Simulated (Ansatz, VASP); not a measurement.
## Two plane-wave programs on Pt

```xyz
1
Lattice="0.0000 2.0255 2.0255 2.0255 0.0000 2.0255 2.0255 2.0255 0.0000" Properties=species:S:1:pos:R:3 pbc="T T T"
Pt    0.0000    0.0000    0.0000
```

Alike in both runs: task single point; functional BLYP; k mesh 22 × 22 × 22; occupations fermi-dirac, width 0.05 eV; collinear spin.

|  | VASP | Ansatz |
| --- | --- | --- |
| version | VASP 6.6.1 | Ansatz 0.2.0 |
| potentials or method | VASP PAW PBE potentials, release 64 (Pt), cutoff 520 eV | plane waves (420 eV) with PAW, scalar-relativistic |
| valence electrons in the cell | 10 | 18 |

```csv
,VASP,Ansatz,Ansatz less VASP
net moment per atom (μB),0.00,0.00,0.000
```

VASP's potentials were made for PBE, not for BLYP. With one functional, cell and mesh, what is left measures potentials, basis and numerics. VASP's potentials hold 10 valence electrons a cell and Ansatz's 18, so a difference there can come from the potentials and not from the codes. Ansatz's warnings: seeded moment not kept.

Neither program's run includes spin-orbit coupling.
